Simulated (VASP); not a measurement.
A run of VASP 6.6.1:

INCAR

```
SYSTEM = KPt
  PREC = Accurate
  ENCUT = 520
  EDIFF = 1E-7
  ISMEAR = 0
  SIGMA = 0.05
  LREAL = .FALSE.
  LASPH = .TRUE.
  NELM = 60
  ALGO = Normal
  ISIF = 2
  LWAVE = .FALSE.
  LCHARG = .FALSE.
  GGA = PE
  NBANDS = 16
```

KPOINTS

```
Automatic mesh
0
G
  9 9 5
  0 0 0
```

POSCAR

```
KPt
1.0
    3.0008472788      0.0000000000      0.0000000000
   -1.5004236394      2.5988099763      0.0000000000
    0.0000000000      0.0000000000      5.3455780000
Pt K
1 1
Direct
    0.6666666667      0.3333333333      0.0000000000
    0.0000000000      0.0000000000      0.5000000000
```

Potentials or basis: VASP PAW PBE potentials, release 64 (Pt, K_sv).

The run is started by

```bash
$ cat potpaw_PBE.64/Pt/POTCAR potpaw_PBE.64/K_sv/POTCAR > POTCAR
$ mpirun -np 1 vasp_std > vasp.out
```

Hardware: 1 thread of Intel(R) Xeon(R) Platinum 8375C CPU @ 2.90GHz (Ice Lake), on a shared host.

How long does it take, and how much memory?

Run time: 16 s on 1 thread of Intel(R) Xeon(R) Platinum 8375C CPU @ 2.90GHz (Ice Lake), on a shared host, peak memory 0.17 GiB. Counts: scf iterations 15, k points 36.
